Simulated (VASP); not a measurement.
# Sn3Te (P1) in VASP: single point with PBEsol

Aim: the single point of Sn3Te with PBEsol.

Program: VASP 6.6.1. These are calculated values, not measurements. Logs are shortened: lines on timing, memory, paths and dates and some standing lists are left out, and cuts for length are marked.

## 1. The cell of the first run

The typed cell holds 4 atoms: a = 6.405 Å, b = 6.405 Å, c = 6.405 Å, α = 137.89°, β = 137.89°, γ = 61.07°.

## 2. Single point, PBEsol (atoms moved at random)

INCAR reads:

```
SYSTEM = Sn3Te
ALGO = Fast
EDIFF = 1E-7
ENCUT = 520
GGA = PS
ISIF = 2
ISMEAR = -1
LASPH = .True.
LCHARG = .False.
LREAL = .False.
LWAVE = .False.
NBANDS = 32
NELM = 100
PREC = Accurate
SIGMA = 0.05
```

KPOINTS reads:

```
k-points
0
Gamma
  8 8 8
  0 0 0
```

POSCAR reads:

```
Sn3Te
1.0
   -2.3009040000      2.3009040000      5.5164940000
    2.3009040000     -2.3009040000      5.5164940000
    2.3009040000      2.3009040000     -5.5164940000
Te Sn
1 3
Direct
    0.0013500000     -0.0144590000     -0.0096300000
    0.4883080000      0.4951230000     -0.0112840000
    0.2532850000      0.7573090000      0.5022290000
    0.7578750000      0.2446940000      0.4905730000
```

Potentials or basis: VASP PAW PBE potentials, release 64 (Te, Sn_d).

On the command line:

```console
$ cat potpaw_PBE.64/Te/POTCAR potpaw_PBE.64/Sn_d/POTCAR > POTCAR
$ mpirun -np 1 vasp_std > vasp.out
```

OUTCAR:

```text
SYSTEM = Sn3Te
   EDIFF = 1E-7
   ENCUT = 520
   GGA = PS
   ISIF = 2
   ISMEAR = -1
   LASPH = .True.
   LREAL = .False.
   NELM = 100
   PREC = Accurate

 ion  position               nearest neighbor table
   1  0.001  0.986  0.990-   2 3.18   2 3.25   2 3.26   2 3.33   4 3.52   3 3.53   4 3.53   3 3.55
                             3 3.60   4 3.65   4 3.66   3 3.69
   2  0.488  0.495  0.989-   1 3.18   1 3.25   1 3.26   1 3.33   4 3.49   3 3.52   3 3.55   4 3.55
                             3 3.63   4 3.64   3 3.67   4 3.69
   3  0.253  0.757  0.502-   4 3.20   4 3.22   4 3.29   4 3.31   2 3.52   1 3.53   2 3.55   1 3.55
                             1 3.60   2 3.63   2 3.67   1 3.69
   4  0.758  0.245  0.491-   3 3.20   3 3.22   3 3.29   3 3.31   2 3.49   1 3.52   1 3.53   2 3.55
                             2 3.64   1 3.65   1 3.66   2 3.69

  LATTYP: Found a body centered tetragonal cell.
 ALAT       =     4.6018080000
 C/A-ratio  =     2.3975333173

  Lattice vectors:

 A1 = (  -2.3009040000,   2.3009040000,   5.5164940000)
 A2 = (   2.3009040000,  -2.3009040000,   5.5164940000)
 A3 = (   2.3009040000,   2.3009040000,  -5.5164940000)

Analysis of symmetry for initial positions (statically):
=====================================================================
 Subroutine PRICEL returns:
 Original cell was already a primitive cell.

 Routine SETGRP: Setting up the symmetry group for a
 body centered tetragonal supercell.

 Subroutine GETGRP returns: Found  1 space group operations
 (whereof  1 operations were pure point group operations)
 out of a pool of 16 trial point group operations.

The static configuration has the point symmetry C_1 .

Analysis of symmetry for dynamics (positions and initial velocities):
=====================================================================
 Subroutine PRICEL returns:
 Original cell was already a primitive cell.

 Routine SETGRP: Setting up the symmetry group for a
 body centered tetragonal supercell.

 Subroutine GETGRP returns: Found  1 space group operations
 (whereof  1 operations were pure point group operations)
 out of a pool of 16 trial point group operations.

The dynamic configuration has the point symmetry C_1 .

 Subroutine INISYM returns: Found  1 space group operations
 (whereof  1 operations are pure point group operations),
 and found     1 'primitive' translations

----------------------------------------------------------------------------------------

                                     Primitive cell

  volume of cell :     116.8208

  direct lattice vectors                    reciprocal lattice vectors
    -2.300904000  2.300904000  5.516494000     0.000000000  0.217305894  0.090637278
     2.300904000 -2.300904000  5.516494000     0.217305894  0.000000000  0.090637278
     2.300904000  2.300904000 -5.516494000     0.217305894  0.217305894  0.000000000

  length of vectors
     6.404687696  6.404687696  6.404687696     0.235450563  0.235450563  0.307316942

  position of ions in fractional coordinates (direct lattice)
     0.001350000  0.985541000  0.990370000
     0.488308000  0.495123000  0.988716000
     0.253285000  0.757309000  0.502229000
     0.757875000  0.244694000  0.490573000

  ion indices of the primitive-cell ions
   primitive index   ion index
                 1           1
                 2           2
                 3           3
                 4           4

----------------------------------------------------------------------------------------

 KPOINTS: k-points

Automatic generation of k-mesh.
 Grid dimensions read from file:
 generate k-points for:    8    8    8

 Generating k-lattice:

  Cartesian coordinates                     Fractional coordinates (reciprocal lattice)
     0.000000000  0.027163237  0.011329660     0.125000000  0.000000000  0.000000000
     0.027163237  0.000000000  0.011329660     0.000000000  0.125000000  0.000000000
     0.027163237  0.027163237  0.000000000     0.000000000  0.000000000  0.125000000

  Length of vectors
     0.029431320  0.029431320  0.038414618

  Shift w.r.t. Gamma in fractional coordinates (k-lattice)
     0.000000000  0.000000000  0.000000000

 Subroutine IBZKPT returns following result:
 ===========================================

 Found    260 irreducible k-points:

 Following reciprocal coordinates:
            Coordinates               Weight
  0.000000  0.000000  0.000000      1.000000
  0.125000 -0.000000  0.000000      2.000000
 -0.000000  0.125000  0.000000      2.000000
 -0.000000  0.125000 -0.125000      2.000000
  0.125000 -0.000000 -0.125000      2.000000
  0.250000 -0.000000  0.000000      2.000000
[... 16 lines left out ...]
 -0.000000  0.375000 -0.125000      2.000000
  0.125000  0.250000 -0.375000      2.000000
 [... further k-points ...]
   k-points           NKPTS =    260   k-points in BZ     NKDIM =    260   number of bands    NBANDS=     32
   number of dos      NEDOS =    301   number of ions     NIONS =      4
   total plane-waves  NPLWV = 110592
   dimension x,y,z NGX =    48 NGY =   48 NGZ =   48
   dimension x,y,z NGXF=    96 NGYF=   96 NGZF=   96
   ions per type =               1   3
   NGX,Y,Z   is equivalent  to a cutoff of  12.46, 12.46, 12.46 a.u.
   NGXF,Y,Z  is equivalent  to a cutoff of  24.92, 24.92, 24.92 a.u.
 SYSTEM =  Sn3Te
   PREC   = accura    normal or accurate (medium, high low for compatibility)
   ISTART =      0    job   : 0-new  1-cont  2-samecut
   ICHARG =      2    charge: 1-file 2-atom 10-const
   ISPIN  =      1    spin polarized calculation?
   LNONCOLLINEAR =      F non collinear calculations
   LSORBIT =      F    spin-orbit coupling
   LASPH  =      T    aspherical Exc in radial PAW
   ENCUT  =  520.0 eV  38.22 Ry    6.18 a.u.  11.91 11.91 11.91*2*pi/ulx,y,z
   NELM   =    100;   NELMIN=  2; NELMDL= -5     # of ELM steps
   EDIFF  = 0.1E-06   stopping-criterion for ELM
   LREAL  =      F    real-space projection
   EDIFFG = 0.1E-05   stopping-criterion for IOM
   NSW    =      0    number of steps for IOM
   IBRION =     -1    ionic relax: 0-MD 1-quasi-New 2-CG
   NFREE  =      0    steps in history (QN), initial steepest desc. (CG)
   ISIF   =      2    stress and relaxation
   ISYM   =      2    0-nonsym 1-usesym 2-fastsym
   POTIM  = 0.5000    time-step for ionic-motion
   TEBEG  =    0.0;   TEEND  =   0.0 temperature during run
   PSTRESS=    0.0 pullay stress
   NELECT =      48.0000    total number of electrons
   NUPDOWN=      -1.0000    fix difference up-down
   EMIN   =  10.00;   EMAX   =-10.00  energy-range for DOS
   EFERMI =   0.00;   METHOD = LEGACY
   ISMEAR =    -1;   SIGMA  =   0.05  broadening in eV -4-tet -1-fermi 0-gaus
   EFERMI_NEDOS =   21; number of points for ismear=-14 and -15
   IALGO  =     68    algorithm
   IMIX   =      4    mixing-type and parameters
     AMIX     =   0.40;   BMIX     =  1.00
     AMIX_MAG =   1.60;   BMIX_MAG =  1.00
  volume/ion in A,a.u.               =      29.21       197.09
  Fermi-wavevector in a.u.,A,eV,Ry     =   1.217069  2.299927 20.153724  1.481257
  Thomas-Fermi vector in A             =   2.352402
   LORBIT       =      0    0 simple, 1 ext, 2 COOP (PROOUT), +10 PAW based schemes
   GGA     = PS    functional components
   LHFCALC =     F    Hartree Fock is set to
   AEXX    =    0.0000 exact exchange contribution
   IVDW    =     0    specifies the selected vdW correction
   LEPSILON=     F    determine dielectric tensor
   LRPA    =     F    only Hartree local field effects (RPA)
 non-spin polarized calculation
 RMM-DIIS sequential band-by-band and
  energy-cutoff  :      520.00
  volume of cell :      116.82
 maximum number of plane-waves:      3184
   NGX = 23   NGY = 23   NGZ = 23

 number of electron      48.0000002 magnetization

 Free energy of the ion-electron system (eV)
  ---------------------------------------------------
  ext. energy  EPLUGINS =         0.00000000
  ---------------------------------------------------
  free energy    TOTEN  =       -16.13632519 eV

  energy without entropy =      -16.11917473  energy(sigma->0) =      -16.12774996

 E-fermi :   7.3198     XC(G=0): -10.1270

 val. band max:        7.3173585594   @ k =  -0.2500   0.5000   0.5000
 cond. band min:       7.3216007772   @ k =  -0.3750   0.0000   0.5000
 fundamental gap:      0.0042422177
 Fermi energy:         7.3197747306

 k-point     1 :       0.0000    0.0000    0.0000
  band No.  band energies     occupation
      1     -14.2862      2.00000
      2     -14.2615      2.00000
      3     -14.2212      2.00000
      4     -14.2186      2.00000
      5     -14.2182      2.00000
      6     -14.2173      2.00000
[... 24 lines left out ...]
     31      13.6509      0.00000
     32      13.7130      0.00000

 k-point     2 :       0.1250   -0.0000    0.0000
  band No.  band energies     occupation
      1     -14.2757      2.00000
      2     -14.2570      2.00000
      3     -14.2259      2.00000
      4     -14.2230      2.00000
      5     -14.2177      2.00000
      6     -14.2167      2.00000
[... 24 lines left out ...]
     31      13.1036      0.00000
     32      13.9753      0.00000

 k-point     3 :      -0.0000    0.1250    0.0000
  band No.  band energies     occupation
      1     -14.2758      2.00000
      2     -14.2571      2.00000
      3     -14.2249      2.00000
      4     -14.2235      2.00000
      5     -14.2187      2.00000
      6     -14.2169      2.00000
[... 24 lines left out ...]
     31      13.0394      0.00000
     32      13.9476      0.00000

 k-point     4 :      -0.0000    0.1250   -0.1250
  band No.  band energies     occupation
      1     -14.2757      2.00000
      2     -14.2571      2.00000
      3     -14.2251      2.00000
      4     -14.2231      2.00000
      5     -14.2183      2.00000
      6     -14.2162      2.00000
[... 24 lines left out ...]
     31      13.1245      0.00000
     32      13.9917      0.00000

 k-point     5 :       0.1250   -0.0000   -0.1250
  band No.  band energies     occupation
      1     -14.2758      2.00000
      2     -14.2574      2.00000
      3     -14.2243      2.00000
      4     -14.2223      2.00000
      5     -14.2178      2.00000
      6     -14.2164      2.00000
[... 584 lines left out ...]
     31      13.2785      0.00000
     32      13.4805      0.00000

 k-point    22 :       0.2500    0.1250    0.0000
  band No.  band energies     occupation
      1     -14.2615      2.00000
      2     -14.2383      2.00000
      3     -14.2315      2.00000
      4     -14.2254      2.00000
      5     -14.2169      2.00000
      6     -14.2092      2.00000
[... 24 lines left out ...]
     31      12.7164      0.00000
     32      13.0307      0.00000

 k-point    23 :      -0.0000    0.3750   -0.1250
  band No.  band energies     occupation
      1     -14.2608      2.00000
      2     -14.2374      2.00000
      3     -14.2313      2.00000
      4     -14.2268      2.00000
      5     -14.2190      2.00000
      6     -14.2094      2.00000
[... 24 lines left out ...]
     31      12.6905      0.00000
     32      12.9508      0.00000

 k-point    24 :       0.1250    0.2500   -0.3750
  band No.  band energies     occupation
      1     -14.2615      2.00000
      2     -14.2365      2.00000
      3     -14.2302      2.00000
      4     -14.2268      2.00000
      5     -14.2174      2.00000
      6     -14.2081      2.00000
[... 24 lines left out ...]
     31      12.7066      0.00000
     32      12.9638      0.00000

 [... further k-points ...]

------------------------ aborting loop because EDIFF is reached ----------------------------------------

  FORCE on cell =-STRESS in cart. coord.  units (eV):
  Direction    XX          YY          ZZ          XY          YZ          ZX
  --------------------------------------------------------------------------------------
  -------------------------------------------------------------------------------------
  Total       -2.0911076     -2.1081542     -2.1932242     -0.0312067      0.0142899      0.0671199
  in kB      -28.6791867    -28.9129772    -30.0796979     -0.4279947      0.1959832      0.9205379
  external PRESSURE =     -29.2239539 kB  Pullay stress =       0.0000000 kB

 VOLUME and BASIS-vectors are now :
 -----------------------------------------------------------------------------
  energy-cutoff  :      520.00
  volume of cell :      116.82
      direct lattice vectors                 reciprocal lattice vectors
    -2.300904000  2.300904000  5.516494000     0.000000000  0.217305894  0.090637278
     2.300904000 -2.300904000  5.516494000     0.217305894  0.000000000  0.090637278
     2.300904000  2.300904000 -5.516494000     0.217305894  0.217305894  0.000000000

 POSITION                                       TOTAL-FORCE (eV/Angst)
 -----------------------------------------------------------------------------------
      4.54328      0.01422     -0.01919         0.044676     -0.070972      0.073477
      2.29062      2.25926     -0.02915        -0.057072      0.059958      0.075968
      2.31529     -0.00413      2.80439        -0.064170      0.025184     -0.078587
     -0.05202      2.30954      2.82442         0.076566     -0.014170     -0.070858
 -----------------------------------------------------------------------------------
    total drift:                               -0.000038     -0.000181     -0.000009

  FREE ENERGIE OF THE ION-ELECTRON SYSTEM (eV)
  ---------------------------------------------------
  free  energy   TOTEN  =       -16.1363251893 eV

  energy  without entropy=      -16.1191747269  energy(sigma->0) =      -16.12774996
```

It took 17 min on 1 thread of AMD EPYC 9R45 (Zen 5), shared host; peak memory 0.88 GiB.

Results:

- Free energy: -16.1363 eV
- Pressure: -2.9 GPa
- Largest force: 0.112 eV/Å
- Band gap on the k mesh: zero (bands 24 and 25 overlap by 0.91 eV)

Forces on the atoms (eV/Å):
```
Te   0.045 -0.071  0.073
Sn  -0.057  0.060  0.076
Sn  -0.064  0.025 -0.079
Sn   0.077 -0.014 -0.071
```

Caveat: the cell differs from its parent crystal (atoms moved at random); the PAW data sets were made with another functional, which shifts forces and pressure a little; spin-orbit coupling is left out, which moves the levels of the heavy elements.
